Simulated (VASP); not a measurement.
Set up this calculation in VASP 6.6.1, as the native input.

* Task: relaxation of cell and atoms
* Functional: r2SCAN
* Potentials or basis: VASP PAW PBE potentials, release 64 (Al, N)
* Cutoff: 660 eV
* k mesh: 10 × 10 × 6
* Occupations: fermi-dirac, width 0.05 eV
* Spin: no spin polarisation
* Dipole correction: no
* Further INCAR settings: ALGO = Normal; EDIFF = 1e-07; IBRION = 2; EDIFFG = -0.002; NSW = 100; ISIF = 3

Crystal: AlN.

```
CELL_PARAMETERS angstrom
3.11300 0.00000 0.00000
-1.55650 2.69594 0.00000
0.00000 0.00000 4.98100
ATOMIC_POSITIONS crystal
Al 0.33333 0.66667 0.00000
Al 0.66667 0.33333 0.50000
N 0.33333 0.66667 0.38000
N 0.66667 0.33333 0.88000
```

One way to write it, as run:

POSCAR

```
AlN
1.0
    3.1130000000      0.0000000000      0.0000000000
   -1.5565000000      2.6959370820      0.0000000000
    0.0000000000      0.0000000000      4.9810000000
Al N
2 2
Direct
    0.3333333333      0.6666666667      0.0000000000
    0.6666666667      0.3333333333      0.5000000000
    0.3333333333      0.6666666667      0.3800000000
    0.6666666667      0.3333333333      0.8800000000
```

INCAR.step1

```
PREC     = Accurate       # precision mode
ENCUT    = 660            # plane-wave cutoff, eV
ISMEAR   = -1             # smearing method
SIGMA    = 0.05           # smearing width, eV
LREAL    = F              # projectors in reciprocal space
LASPH    = T              # aspherical terms in the spheres
NELM     = 120            # most SCF steps
GGA      = PE             # functional
ALGO     = Normal         # electronic algorithm
EDIFF    = 1E-5           # SCF threshold, eV
LWAVE    = T              # write WAVECAR
LCHARG   = F              # write CHGCAR
GGA_COMPAT= F            
IBRION   = 2              # ionic algorithm
ISIF     = 3              # what is computed and relaxed
EDIFFG   = -0.005         # ionic threshold
NELMIN   = 4            
NSW      = 100            # ionic steps
```

INCAR.step2

```
PREC     = Accurate       # precision mode
ENCUT    = 660            # plane-wave cutoff, eV
EDIFF    = 1E-7           # SCF threshold, eV
ISMEAR   = -1             # smearing method
SIGMA    = 0.05           # smearing width, eV
LREAL    = F              # projectors in reciprocal space
LASPH    = T              # aspherical terms in the spheres
NELM     = 120            # most SCF steps
ALGO     = Normal         # electronic algorithm
ISIF     = 3              # what is computed and relaxed
LWAVE    = F              # write WAVECAR
LCHARG   = F              # write CHGCAR
METAGGA  = R2SCAN         # meta-GGA
LMIXTAU  = T            
IBRION   = 2              # ionic algorithm
NSW      = 100            # ionic steps
EDIFFG   = -0.002         # ionic threshold
ISTART   = 1            
GGA_COMPAT= F            
NELMIN   = 4
```

KPOINTS

```
Automatic mesh
0
Gamma
  10 10 6
```

Potentials or basis: VASP PAW PBE potentials, release 64 (Al, N).

Launch:

```sh
$ cat potpaw_PBE.64/Al/POTCAR potpaw_PBE.64/N/POTCAR > POTCAR
$ cp INCAR.step1 INCAR
$ mpirun -np 1 vasp_std > vasp.out
$ cp INCAR.step2 INCAR
$ mpirun -np 1 vasp_std > vasp.out
```

It gave:

| Quantity | Value |
| --- | --- |
| Relaxed volume | 10.39 Å³/atom |
| Relaxed cell | a = 3.105 Å, b = 3.105 Å, c = 4.976 Å, α = 90.00°, β = 90.00°, γ = 120.00° |
| Space group after relaxing (to 0.1 Å) | P6_3mc (No. 186) |
| Energy gained by relaxing | 0.5 meV/atom |
| Ionic steps | 9 |
| Pressure after relaxing | 0.0 GPa |
| Band gap on the k mesh | 4.93 eV |

Caveat: the PAW data sets were made with another functional, which shifts forces and pressure a little.

It took 7.9 min on 1 thread of Intel(R) Xeon(R) 6975P-C (Granite Rapids), on a shared host, peak memory 0.21 GiB.
